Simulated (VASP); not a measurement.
WSe2: single point with PBE

WSe2, a slab with vacuum:

```
W Se
1.0
     3.40517    0.00000    0.00000
    -1.70258    2.94896    0.00000
     0.00000    0.00000   16.59634
W Se
1 2
Direct
  0.00000 0.00000 0.00000
  0.33333 0.66667 0.09243
  0.33333 0.66667 0.90757
```

This cell differs from its parent crystal: strained.

```
Program                : VASP 6.6.1
Task                   : single point
Functional             : PBE
Potentials or basis    : VASP PAW PBE potentials, release 64 (W_sv, Se)
Cutoff                 : 500 eV
k mesh                 : 9 × 9 × 2
Occupations            : gaussian, width 0.02 eV
Spin                   : no spin polarisation
Dipole correction      : no
Further INCAR settings : ALGO = Normal; EDIFF = 1e-06; NBANDS = 20
```

The largest force is 2.275 eV/Å and the band gap on the k mesh is 0.59 eV (least direct gap 1.06 eV).

Forces on the atoms (eV/Å):
```
W    0.000  0.000  0.000
Se   0.000  0.000  2.275
Se   0.000  0.000 -2.275
```

Levels at points of the mesh, in eV from the valence-band top:
```tsv
k point	band 9	band 10	band 11	band 12	band 13	band 14	band 15	band 16	band 17	band 18
(0.00, 0.00, 0.00)	-3.43	-2.12	-2.12	-1.76	0.00	2.50	2.50	2.99	2.99	3.85
(0.00, 0.00, 0.50)	-3.43	-2.12	-2.12	-1.76	0.00	2.50	2.50	2.99	2.99	3.87
```

It took 2.7 min on 1 thread of Oxide Virtual Turin-like Processor, with other jobs on the host, peak memory 0.28 GiB.

Caveat: the cell differs from its parent crystal (strained); there is no dipole correction, which matters where the two faces differ; spin-orbit coupling is left out, which moves the levels of the heavy elements.
